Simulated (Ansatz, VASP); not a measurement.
## Ti2B2Os in VASP and in Ansatz

```xyz
5
Lattice="3.9825 0.0000 0.0000 -1.9912 3.4489 0.0000 0.0000 0.0000 4.7251" Properties=species:S:1:pos:R:3 pbc="T T T"
Ti    1.9912    1.1496    0.0000
Ti    1.9912    1.1496    2.3626
B     0.0000    0.0000    1.4412
B     0.0000    0.0000    3.2840
Os    0.0000    2.2993    0.0000
```

Alike in both runs: functional PBE; k mesh 12 × 12 × 8; occupations gaussian, width 0.1 eV; no spin polarisation.

Ansatz relaxed the structure, and its values are those at the end. VASP's run is a single point on that final structure, the one shown.

```csv
,VASP,Ansatz
version,VASP 6.6.1,Ansatz 0.2.0
potentials or method,"VASP PAW PBE potentials, release 64 (Ti_sv, B, Os), cutoff 520 eV","scalar-relativistic, plane waves, PAW"
valence electrons in the cell,38,46
```

Ansatz gave:

```
gap on the k mesh at the Fermi level (eV) : none
pressure (GPa)                            : 0.0
```

Q: What did VASP give for the same quantities?

A: gap on the k mesh at the Fermi level (eV): none; pressure (GPa): 0.3.

A gap of «none» marks a metal or a gap that the smearing closes. With one functional, cell and mesh, what is left measures potentials, basis and numerics. VASP's potentials hold 38 valence electrons a cell and Ansatz's 46, so a difference there can come from the potentials and not from the codes.

Spin-orbit coupling is off throughout.
